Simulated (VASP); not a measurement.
Set up this calculation in VASP 6.6.1, as the native input.

```yaml
Task: single point
Functional: PBEsol
Potentials_or_basis: VASP PAW PBE potentials, release 64 (Ta_pv)
Cutoff: 520 eV
k_mesh: 8 × 8 × 1
Occupations: fermi-dirac, width 0.08 eV
Spin: no spin polarisation
Dipole_correction: yes
Further_INCAR_settings: ALGO = Normal; EDIFF = 1e-06; NBANDS = 36
```

The structure of Ta lies in POSCAR:

```
Ta
1.0
    4.6404568516      0.0000000000      0.0000000000
   -2.3202284258      4.0187535186      0.0000000000
    0.0000000000      0.0000000000     25.3232000000
Ta
5
Direct
    0.8333333333      0.1666666667      0.4343843813
    0.1666666667      0.8333333333      0.4656367383
    0.5000000000      0.5000000000      0.4999999856
    0.8333333333      0.1666666667      0.5343632588
    0.1666666667      0.8333333333      0.5656156187
```

The input as run:

INCAR

```
PREC = Accurate ; ENCUT = 520
EDIFF = 1E-6 ; ISMEAR = -1
SIGMA = 0.08 ; LREAL = False
LASPH = True ; NELM = 60
ALGO = Normal ; ISIF = 2
LWAVE = False ; LCHARG = True
LDIPOL = True ; IDIPOL = 3
DIPOL = 0.5 0.5 0.500 ; GGA = PS
LELF = True ; LVHAR = True
LVACPOTAV = True ; NBANDS = 36
```

KPOINTS

```
Automatic mesh
0
Gamma
  8 8 1
```

Potentials or basis: VASP PAW PBE potentials, release 64 (Ta_pv).

Run with:

```console
$ cat potpaw_PBE.64/Ta_pv/POTCAR > POTCAR
$ mpirun -np 1 vasp_std > vasp.out
```

Results of the run:

```
Largest force          : 0.025 eV/Å
Band gap on the k mesh : zero (an odd number of electrons rules out a gap without spin polarisation)
```

Caveat: the PAW data sets were made with another functional, which shifts forces and pressure a little; spin-orbit coupling is left out, which moves the levels of the heavy elements.

Wall time 2.8 min on 1 thread of AMD EPYC 9R45 96-Core Processor (Zen 5), on a shared host, peak memory 0.54 GiB.
